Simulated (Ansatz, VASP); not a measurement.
# BN: VASP beside Ansatz

POSCAR

```
BN
1.0
    2.5539396017      0.0159621225      0.0000000000
   -1.2631461973      2.2037955135      0.0000000000
    0.0000000000      0.0000000000      4.2268550000
B N
2 2
Direct
    0.6666666667      0.3333333333      0.9997240000
    0.3333333333      0.6666666667      0.4997240000
    0.6666666667      0.3333333333      0.6252760000
    0.3333333333      0.6666666667      0.1252760000
```

Contents of INCAR.step1:

```
SYSTEM = BN
ALGO = Normal
EDIFF = 1E-4
ENCUT = 520
GGA = PE
ISMEAR = 0
LASPH = .True.
LCHARG = .False.
LREAL = .False.
LWAVE = .True.
NBANDS = 16
NELM = 60
PREC = Accurate
SIGMA = 0.05
```

INCAR.step2

```
SYSTEM = BN
ALGO = Normal
EDIFF = 1E-6
ENCUT = 520
ISIF = 2
ISMEAR = 0
ISTART = 1
LASPH = .True.
LCHARG = .True.
LELF = .True.
LMIXTAU = .True.
LREAL = .False.
LVHAR = .True.
LWAVE = .False.
METAGGA = R2SCAN
NBANDS = 16
NELM = 60
PREC = Accurate
SIGMA = 0.05
```

The input KPOINTS:

```
k-points
0
Gamma
  12 12 6
  0 0 0
```

Input for Ansatz:

```yaml
crystal:
  lattice:
    - [2.5539396017, 0.0159621225, 0.0]
    - [-1.2631461973, 2.2037955135, 0.0]
    - [0.0, 0.0, 4.226855]
  atoms:
    - { symbol: B, position: [0.6666666667, 0.3333333333, 0.999724] }
    - { symbol: B, position: [0.3333333333, 0.6666666667, 0.499724] }
    - { symbol: "N", position: [0.6666666667, 0.3333333333, 0.625276] }
    - { symbol: "N", position: [0.3333333333, 0.6666666667, 0.125276] }
basis:
  ecutwfc: 500
kpoints:
  mp_grid: { grid: [12, 12, 6] }
hamiltonian:
  xc: r2scan
scf:
  occupations: { method: gaussian, width: 0.05 }
output:
  forces: true
  stress: true
  eigenvalues: true
```

Change from the starting cell: strain +0.0125 x Voigt [0, 0, 0, 0, 0, 1], atoms carried along.

Alike in both runs: task single point; functional r2SCAN; k mesh 12 × 12 × 6; occupations gaussian, width 0.05 eV; no spin polarisation.

```csv
,VASP,Ansatz
version,VASP 6.6.1,Ansatz 0.2.0
potentials or method,"VASP PAW PBE potentials, release 64 (B, N), cutoff 520 eV","scalar-relativistic, plane waves, PAW"
valence electrons in the cell,16,16
```

|  | VASP | Ansatz | Ansatz less VASP |
| --- | --- | --- | --- |
| gap on the k mesh at the Fermi level (eV) | 5.68 | 5.72 | +0.033 |
| least direct gap on the mesh (eV) | 8.86 | 8.90 | +0.037 |
| pressure (GPa) | -3.6 | -4.7 | -1.07 |
| traceless stress, the component that is largest in VASP (GPa) | -5.26 | -5.24 | +0.023 |
| rms of the force components (eV/Å) | 0.023 | 0.023 | 0.0000 |

VASP's potentials were made for PBE, not for r2SCAN. Atom by atom the forces differ by 0.002 eV/Å (rms over components). With one functional, cell and mesh, what is left measures potentials, basis and numerics.
